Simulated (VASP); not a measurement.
MgS:

```
Mg S
1.0
     0.00000    2.89231    2.74123
     2.89231    0.00000    2.74123
     2.89231    2.89231    0.00000
Mg S
1 1
Cartesian
  0.0000 0.0000 0.0000
  1.4462 1.4462 1.3706
```

This cell differs from its parent crystal: epitaxial xy strain +2.2%.

Base run:

* Program: VASP 6.6.1
* Functional: HSE06
* Potentials or basis: VASP PAW PBE potentials, release 64 (Mg, S)
* Cutoff: 520 eV
* k mesh: 6 × 6 × 6
* Occupations: gaussian, width 0.01 eV
* Spin: no spin polarisation

Its results: band gap on the k mesh 4.35 eV; pressure -0.8 GPa.

Problem. The run is repeated on the same cell with these changes: functional from HSE06 to r2SCAN; k mesh from 6 × 6 × 6 to 8 × 8 × 8. What comes out?

Solution. Band gap on the k mesh 3.97 eV; pressure -1.0 GPa.

Several settings changed at once.

Caveats: the PAW data sets were made with another functional, which shifts forces and pressure a little.

A k mesh can miss the band edges.
